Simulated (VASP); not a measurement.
# Fe (Fmmm) in VASP: a series of runs, part 4 of 4

VASP 6.6.1.

## 6. Electric field gradients, PBE, collinear spin, ferromagnetic start (equal xx and yy strain of +3 %)

The input, INCAR:

```
SYSTEM = Fe
PREC = Accurate
ENCUT = 520
EDIFF = 1E-8
ISMEAR = -1
SIGMA = 0.05
LREAL = .False.
LASPH = .True.
NELM = 200
ALGO = Normal
ISIF = 2
LWAVE = .False.
LCHARG = .False.
ISPIN = 2
MAGMOM = 3
LORBIT = 11
LMAXMIX = 4
GGA = PE
LEFG = .True.
NBANDS = 14
GGA_COMPAT = .False.
```

The input, KPOINTS:

```
regular mesh
0
Gamma
  16 16 16
  0 0 0
```

The input, POSCAR:

```
Fe
1.0
    0.0000000000      1.9999918813      1.9651051623
    1.5433929012      0.0000000000      1.9651051623
    1.5433929012      1.9999918813      0.0000000000
Fe
1
Direct
    0.0000000000      0.0000000000      0.0000000000
```

Potentials or basis: VASP PAW PBE potentials, release 64 (Fe).

The run is started by

```console
> cat potpaw_PBE.64/Fe/POTCAR > POTCAR
> mpirun -np 1 vasp_std > vasp.out
```

OUTCAR:

```text
SYSTEM = Fe
   PREC = Accurate
   ENCUT = 520
   EDIFF = 1E-8
   ISMEAR = -1
   LREAL = .False.
   LASPH = .True.
   NELM = 200
   ISIF = 2
   ISPIN = 2
   LORBIT = 11
   GGA = PE

 ion  position               nearest neighbor table
   1  0.000  0.000  0.000-

  LATTYP: Found a face centered orthorhombic cell.
 ALAT       =     3.0867858024
 B/A-ratio  =     1.2732371393
 C/A-ratio  =     1.2958410524

  Lattice vectors:

 A1 = (   0.0000000000,   1.9999918813,  -1.9651051623)
 A2 = (   1.5433929012,   1.9999918813,   0.0000000000)
 A3 = (   1.5433929012,   0.0000000000,  -1.9651051623)

Analysis of symmetry for initial positions (statically):
=====================================================================
 Subroutine PRICEL returns:
 Original cell was already a primitive cell.

 Routine SETGRP: Setting up the symmetry group for a
 face centered orthorhombic supercell.

 Subroutine GETGRP returns: Found  8 space group operations
 (whereof  8 operations were pure point group operations)
 out of a pool of  8 trial point group operations.

The static configuration has the point symmetry D_2h.

Analysis of symmetry for dynamics (positions and initial velocities):
=====================================================================
 Subroutine PRICEL returns:
 Original cell was already a primitive cell.

 Routine SETGRP: Setting up the symmetry group for a
 face centered orthorhombic supercell.

 Subroutine GETGRP returns: Found  8 space group operations
 (whereof  8 operations were pure point group operations)
 out of a pool of  8 trial point group operations.

The dynamic configuration has the point symmetry D_2h.

Analysis of structural, dynamic, and magnetic symmetry:
=====================================================================
 Subroutine PRICEL returns:
 Original cell was already a primitive cell.

 Routine SETGRP: Setting up the symmetry group for a
 face centered orthorhombic supercell.

 Subroutine GETGRP returns: Found  8 space group operations
 (whereof  8 operations were pure point group operations)
 out of a pool of  8 trial point group operations.

The overall configuration has the point symmetry D_2h.

 Subroutine INISYM returns: Found  8 space group operations
 (whereof  8 operations are pure point group operations),
 and found     1 'primitive' translations

----------------------------------------------------------------------------------------

                                     Primitive cell

  volume of cell :      12.1317

  direct lattice vectors                    reciprocal lattice vectors
     0.000000000  1.999991881  1.965105162    -0.323961578  0.250001015  0.254439309
     1.543392901  0.000000000  1.965105162     0.323961578 -0.250001015  0.254439309
     1.543392901  1.999991881  0.000000000     0.323961578  0.250001015 -0.254439309

  length of vectors
     2.803855528  2.498739672  2.526267835     0.481861986  0.481861986  0.481861986

  position of ions in fractional coordinates (direct lattice)
     0.000000000  0.000000000  0.000000000

  ion indices of the primitive-cell ions
   primitive index   ion index
                 1           1

[... 120 lines left out ...]

 val. band max:        5.1633448600   @ k =  -0.1875   0.4375   0.3750
 cond. band min:       5.1661066992   @ k =  -0.1250   0.1875   0.3125
 fundamental gap:      0.0027618393
 Fermi energy:         5.1644043817

 spin component 1

 k-point     1 :       0.0000    0.0000    0.0000
  band No.  band energies     occupation
      1      -2.8887      1.00000
      2       2.8051      1.00000
      3       2.9181      1.00000
      4       3.2379      1.00000
      5       3.8176      1.00000
      6       4.2247      1.00000
      7      28.3565      0.00000
      8      29.9265      0.00000
      9      30.2501      0.00000
     10      33.6761      0.00000
     11      34.3315      0.00000
     12      34.9305      0.00000
     13      35.1706      0.00000
     14      35.2902      0.00000
[... 379 lines left out ...]
      3       2.9543      1.00000
      4       3.3516      1.00000
      5       3.7337      1.00000
      6       4.1939      1.00000
      7      26.5388      0.00000
      8      27.9523      0.00000
      9      29.7883      0.00000
     10      32.1991      0.00000
     11      32.8408      0.00000
     12      34.8601      0.00000
     13      35.6742      0.00000
     14      37.4250      0.00000

 [... further k-points ...]

 spin component 2

 k-point     1 :       0.0000    0.0000    0.0000
  band No.  band energies     occupation
      1      -2.7103      1.00000
      2       4.8107      0.99915
      3       5.0157      0.95135
      4       5.5366      0.00059
      5       6.5468      0.00000
      6       7.2162      0.00000
      7      28.0480      0.00000
      8      29.7101      0.00000
      9      30.1062      0.00000
     10      34.0306      0.00000
     11      34.8858      0.00000
     12      35.3851      0.00000
     13      35.8670      0.00000
     14      35.9747      0.00000
[... 379 lines left out ...]
      3       5.0642      0.88131
      4       5.6382      0.00008
      5       6.4266      0.00000
      6       7.1787      0.00000
      7      26.6198      0.00000
      8      28.0802      0.00000
      9      29.7307      0.00000
     10      32.8225      0.00000
     11      33.3332      0.00000
     12      35.2840      0.00000
     13      36.0033      0.00000
     14      38.1207      0.00000

 [... further k-points ...]

------------------------ aborting loop because EDIFF is reached ----------------------------------------

  FORCE on cell =-STRESS in cart. coord.  units (eV):
  Direction    XX          YY          ZZ          XY          YZ          ZX
  --------------------------------------------------------------------------------------
  -------------------------------------------------------------------------------------
  Total       -0.9960584     -0.5174037     -0.4024481      0.0000000      0.0000000      0.0000000
  in kB     -131.5451568    -68.3312815    -53.1495934      0.0000000      0.0000000      0.0000000
  external PRESSURE =     -84.3420106 kB  Pullay stress =       0.0000000 kB

 VOLUME and BASIS-vectors are now :
 -----------------------------------------------------------------------------
  energy-cutoff  :      520.00
  volume of cell :       12.13
      direct lattice vectors                 reciprocal lattice vectors
     0.000000000  1.999991881  1.965105162    -0.323961578  0.250001015  0.254439309
     1.543392901  0.000000000  1.965105162     0.323961578 -0.250001015  0.254439309
     1.543392901  1.999991881  0.000000000     0.323961578  0.250001015 -0.254439309

 POSITION                                       TOTAL-FORCE (eV/Angst)
 -----------------------------------------------------------------------------------
      0.00000      0.00000      0.00000        -0.000000     -0.000000      0.000000
 -----------------------------------------------------------------------------------
    total drift:                               -0.000000     -0.000000     -0.000000

  FREE ENERGIE OF THE ION-ELECTRON SYSTEM (eV)
  ---------------------------------------------------
  free  energy   TOTEN  =        -8.1996325098 eV

  energy  without entropy=       -8.1898884680  energy(sigma->0) =       -8.19476049

 Electric field gradients (V/A^2)
---------------------------------------------------------------------
 ion       V_xx      V_yy      V_zz      V_xy      V_xz      V_yz
---------------------------------------------------------------------
   1       4.535    -2.098    -2.437    -0.001    -0.001     0.002
---------------------------------------------------------------------

 Electric field gradients after diagonalization (V/A^2)
 (convention: |V_zz| > |V_xx| > |V_yy|)
----------------------------------------------------------------------
 ion       V_xx      V_yy      V_zz     asymmetry (V_yy - V_xx)/ V_zz
----------------------------------------------------------------------
   1      -2.437    -2.098     4.535       0.075
----------------------------------------------------------------------

           NMR quadrupolar parameters

 Cq : quadrupolar parameter    Cq=e*Q*V_zz/h
 eta: asymmetry parameters     (V_yy - V_xx)/ V_zz
 Q  : nuclear electric quadrupole moment in mb (millibarn)
----------------------------------------------------------------------
 ion       Cq(MHz)       eta       Q (mb)
----------------------------------------------------------------------
   1       0.011       0.075       1.000
----------------------------------------------------------------------

 total charge

# of ion       s       p       d       tot
------------------------------------------
    1        0.462   0.484   6.197   7.142

 magnetization (x)

# of ion       s       p       d       tot
------------------------------------------
    1       -0.014  -0.051   2.453   2.388
```

OSZICAR:

```text
N       E                     dE             d eps       ncg     rms          rms(c)
DAV:   1     0.218875836673E+02    0.21888E+02   -0.38040E+03 38008   0.685E+02
DAV:   2    -0.817374356440E+01   -0.30061E+02   -0.27507E+02 37686   0.126E+02
DAV:   3    -0.910872763837E+01   -0.93498E+00   -0.92642E+00 42232   0.232E+01
DAV:   4    -0.911204256559E+01   -0.33149E-02   -0.33146E-02 40350   0.125E+00
DAV:   5    -0.911205938617E+01   -0.16821E-04   -0.16820E-04 42434   0.915E-02    0.107E+01
DAV:   6    -0.830691931820E+01    0.80514E+00   -0.11336E+01 43554   0.379E+01    0.646E+00
DAV:   7    -0.820955356851E+01    0.97366E-01   -0.91261E-01 42890   0.102E+01    0.344E+00
DAV:   8    -0.820541221119E+01    0.41414E-02   -0.90839E-03 40666   0.549E-01    0.144E+00
DAV:   9    -0.819968414201E+01    0.57281E-02   -0.96392E-03 47292   0.537E-01    0.389E-01
DAV:  10    -0.819955036509E+01    0.13378E-03   -0.54790E-04 42162   0.278E-01    0.109E-01
DAV:  11    -0.819962839488E+01   -0.78030E-04   -0.31611E-04 43120   0.148E-01    0.545E-02
DAV:  12    -0.819963217526E+01   -0.37804E-05   -0.14378E-05 38382   0.365E-02    0.171E-02
DAV:  13    -0.819963362689E+01   -0.14516E-05   -0.10796E-06 41734   0.914E-03    0.111E-02
DAV:  14    -0.819963234477E+01    0.12821E-05   -0.54526E-07 44334   0.604E-03    0.445E-03
DAV:  15    -0.819963260568E+01   -0.26091E-06   -0.14066E-07 40554   0.296E-03    0.812E-04
DAV:  16    -0.819963250090E+01    0.10478E-06   -0.11676E-08 32054   0.777E-04    0.229E-04
DAV:  17    -0.819963251108E+01   -0.10186E-07   -0.70769E-10 18534   0.225E-04    0.694E-05
DAV:  18    -0.819963250981E+01    0.12778E-08   -0.52134E-11 18306   0.663E-05
   1 F= -.81996325E+01 E0= -.81947605E+01  d E =-.974404E-02  mag=     2.3816
```

stdout:

```text
POSCAR found type information on POSCAR Fe
 POSCAR found :  1 types and       1 ions
 scaLAPACK will be used
 LDA part: xc-table for (Slater+PW92), standard interpolation
 POSCAR, INCAR and KPOINTS ok, starting setup
 FFT: planning ... GRIDC
 FFT: planning ... GRID_SOFT
 FFT: planning ... GRID
 WAVECAR not read
 entering main loop
ion   1
```

Run time: 4.4 min. Hardware: 1 thread of Oxide Virtual Turin-like, shared host; peak memory 0.23 GiB.

Results:

```
Free energy                                           : -8.1996 eV
Pressure                                              : -8.4 GPa
Net moment                                            : 2.38 μB per cell
Site moments                                          : Fe +2.39 μB
Largest electric field gradient by atom               : Fe +4.5 V/Å²
Valence electrons inside the program's atomic spheres : Fe 7.14
```

Levels at points of the mesh, in eV from the Fermi level:
Spin up:
```csv
k point,band 1,band 2,band 3,band 4,band 5,band 6,band 7,band 8,band 9,band 10
"(0.00, 0.00, 0.00)",-8.05,-2.36,-2.25,-1.93,-1.35,-0.94,23.19,24.76,25.09,28.51
"(0.50, 0.00, 0.00)",-4.58,-2.97,-1.43,-0.79,0.14,0.33,6.49,18.52,20.30,23.27
"(0.50, 0.50, 0.00)",-4.62,-3.52,-0.78,-0.76,0.34,1.23,7.65,16.36,17.25,21.12
"(0.50, 0.00, 0.50)",-4.62,-3.54,-0.75,-0.69,0.23,0.92,7.26,16.69,17.59,21.44
"(0.00, 0.50, 0.50)",-4.57,-4.37,-0.17,-0.03,0.12,7.25,10.70,10.71,13.64,16.00
```
Spin down:
```csv
k point,band 1,band 2,band 3,band 4,band 5,band 6,band 7,band 8
"(0.00, 0.00, 0.00)",-7.87,-0.35,-0.15,0.37,1.38,2.05,22.88,24.55
"(0.50, 0.00, 0.00)",-3.23,-0.98,0.43,1.28,2.07,2.62,7.98,18.51
"(0.50, 0.50, 0.00)",-3.13,-1.70,1.36,2.04,2.12,2.69,9.10,16.52
"(0.50, 0.00, 0.50)",-3.17,-1.78,1.04,2.13,2.20,2.67,8.73,16.86
"(0.00, 0.50, 0.50)",-2.66,-2.45,2.37,2.37,2.45,7.52,11.02,11.02
```

Electric field gradients, principal values (V/Å²):
| atom | least | middle | greatest (by size) |
| --- | --- | --- | --- |
| 1 Fe | -2.098 | -2.437 | 4.535 |

Caveat: the cell differs from its parent crystal (equal xx and yy strain of +3 %); the stress differs along the axes, from -13 to -5 GPa; without QUAD_EFG the Cq values of the log hold for a quadrupole moment of 1 mb, not for the nuclei.

## 7. The runs side by side

```csv
potentials or basis,cell,cutoff (eV),gap on the mesh (eV),pressure (GPa),moment (μB)
"VASP PAW PBE potentials, release 64 (Fe_sv)","a = 2.805, b = 2.518, c = 2.453 Å, angles 68.7, 56.8, 54.6°, 1 atom",510,none,-8.2,2.26
"VASP PAW PBE potentials, release 64 (Fe)","a = 2.781, b = 2.488, c = 2.469 Å, angles 68.3, 56.2, 55.6°, 1 atom",520,none,-3.7,2.27
"VASP PAW PBE potentials, release 64 (Fe)","a = 2.799, b = 2.504, c = 2.485 Å, angles 68.3, 56.2, 55.6°, 1 atom",520,none,-6.5,2.31
"VASP PAW PBE potentials, release 64 (Fe)","a = 2.804, b = 2.499, c = 2.526 Å, angles 67.8, 55.6, 56.6°, 1 atom",520,none,-8.4,2.38
```

Alike in all rows: task electric field gradients; level PBE; spin collinear, ferromagnetic start; k mesh 16 × 16 × 16; smearing fermi-dirac 0.05 eV.

Caveats: the stress differs along the axes, from -12 to -3 GPa (at least some runs); the stress differs along the axes, from -9 to -0 GPa (at least some runs); the stress differs along the axes, from -11 to -4 GPa (at least some runs); the stress differs along the axes, from -13 to -5 GPa (at least some runs).

Total energies depend on the potentials used, so only differences within one code and one set of settings carry meaning.
